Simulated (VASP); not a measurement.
# NaCl: single point with PBEsol

Crystal: NaCl.

```
CELL_PARAMETERS angstrom
0.00000 2.71303 2.71303
2.71303 0.00000 2.71303
2.71303 2.71303 0.00000
ATOMIC_POSITIONS crystal
Na 0.00000 0.00000 0.00000
Cl 0.50000 0.50000 0.50000
```

- Program: VASP 6.6.1
- Task: single point
- Functional: PBEsol
- Potentials or basis: VASP PAW PBE potentials, release 64 (Na_pv, Cl)
- Cutoff: 500 eV
- k mesh: 6 × 6 × 6
- Occupations: gaussian, width 0.01 eV
- Spin: no spin polarisation

```
Pressure               : 3.1 GPa
Band gap on the k mesh : 5.39 eV, direct
```

Levels at points of the mesh, in eV from the valence-band top:
```csv
k point,band 3,band 4,band 5,band 6,band 7,band 8,band 9,band 10,band 11,band 12
"(0.00, 0.00, 0.00)",-20.46,-12.94,0.00,0.00,0.00,5.39,11.09,11.09,11.09,13.47
"(0.50, 0.00, 0.00)",-20.47,-12.45,-2.36,-0.34,-0.34,7.26,11.12,11.12,11.46,15.60
"(0.50, 0.50, 0.00)",-20.48,-12.40,-2.04,-0.73,-0.73,7.75,7.75,11.97,15.67,15.67
```

It took 16 s on 1 thread of Intel Xeon 8259CL (shared host), peak memory 0.15 GiB.

Caveat: the PAW data sets were made with another functional, which shifts forces and pressure a little.
